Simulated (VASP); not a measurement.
Wanted: the native input for a VASP 6.6.1 run.

| Item | Value |
| --- | --- |
| Task | relaxation of cell and atoms |
| Functional | LDA |
| Potentials or basis | VASP PAW LDA potentials, release 64 (Ga_d, P) |
| Cutoff | 600 eV |
| k mesh | 8 × 8 × 8 |
| Occupations | gaussian, width 0.01 eV |
| Spin | no spin polarisation |
| Target pressure | 10 GPa |
| Dipole correction | no |
| Further INCAR settings | ALGO = Normal; EDIFF = 1e-06; IBRION = 2; EDIFFG = -0.002; NSW = 100; ISIF = 3 |

The structure of GaP lies in POSCAR:

```
GaP
1.0
    0.0000000000      2.6956978229      2.6956978229
    2.6956978229      0.0000000000      2.6956978229
    2.6956978229      2.6956978229      0.0000000000
Ga P
1 1
Direct
    0.0000000000      0.0000000000      0.0000000000
    0.7500000000      0.7500000000      0.7500000000
```

The input as run:

INCAR

```
PREC = Accurate
ENCUT = 600
EDIFF = 1E-6
ISMEAR = 0
SIGMA = 0.01
LREAL = F
LASPH = T
NELM = 80
ALGO = Normal
ISIF = 3
LWAVE = F
LCHARG = F
IBRION = 2
NSW = 100
EDIFFG = -0.002
PSTRESS = 100.0
```

KPOINTS

```
regular mesh
0
Gamma
  8 8 8
```

Potentials or basis: VASP PAW LDA potentials, release 64 (Ga_d, P).

Command:

```console
$ cat potpaw_LDA.64/Ga_d/POTCAR potpaw_LDA.64/P/POTCAR > POTCAR
$ mpirun -np 1 vasp_std > vasp.out
```

Results of the run:

```yaml
Relaxed_volume: 17.91 Å³/atom
Relaxed_cell: a = 3.700 Å, b = 3.700 Å, c = 3.700 Å, α = 60.00°, β = 60.00°, γ = 60.00°
Space_group_after_relaxing_to_0.1_Å: F-43m (No. 216)
Energy_change_on_relaxing_the_run_minimises_the_enthalpy: +49.0 meV/atom
Ionic_steps: 9
Pressure_after_relaxing: 10.0 GPa
Band_gap_on_the_k_mesh: 1.23 eV (least direct gap 2.68 eV)
```

Caveat: the cell is relaxed towards a set pressure, so the run minimises the enthalpy, not the energy.

Run time: 36 s on 1 thread of Intel(R) Xeon(R) Platinum 8559C (Emerald Rapids), on a shared host, peak memory 0.16 GiB.
